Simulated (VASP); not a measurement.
Crystal: Ge.

```
Ge
1.0
    -2.57449    2.57449    1.39741
     2.57449   -2.57449    1.39741
     2.57449    2.57449   -1.39741
Ge
2
Direct
  0.50000 0.50000 0.00000
  0.25000 0.75000 0.50000
```

- Program: VASP 6.6.1
- Task: relaxation of cell and atoms
- Functional: RPBE
- Potentials or basis: VASP PAW PBE potentials, release 64 (Ge_d)
- Cutoff: 600 eV
- k mesh: 11 × 11 × 11
- Occupations: fermi-dirac, width 0.05 eV
- Spin: no spin polarisation

At the start: pressure 4.9 GPa; volume 18.52 Å³/atom.

Problem. Where does the relaxation end?

Solution. Over 8 steps the energy falls by 19.4 meV/atom and the volume is 19.85 Å³/atom (+7.1 %); space group I4_1/amd (No. 141, to 0.05 Å).

The path:
| step | energy change (eV) | largest force (eV/Å) | pressure (GPa) | volume (Å³) |
| --- | --- | --- | --- | --- |
| 1 | 0.0000 | 0.0000 | 4.87 | 37.05 |
| 2 | -0.0376 | 0.0000 | -0.40 | 40.15 |
| 3 | -0.0386 | 0.0000 | -0.27 | 39.82 |
| 4 | -0.0388 | 0.0000 | -0.02 | 39.66 |
| 5 | -0.0387 | 0.0000 | 0.13 | 39.61 |
| 6 | -0.0388 | 0.0000 | 0.14 | 39.61 |
| 7 | -0.0388 | 0.0000 | 0.16 | 39.62 |
| 8 | -0.0388 | 0.0000 | -0.11 | 39.69 |

Final structure:
```
Ge
1.0
    -2.63795    2.63795    1.42591
     2.63795   -2.63795    1.42591
     2.63795    2.63795   -1.42591
Ge
2
Direct
  0.50000 0.50000 0.00000
  0.25000 0.75000 0.50000
```

Caveat: the PAW data sets were made with another functional, which shifts forces and pressure a little.
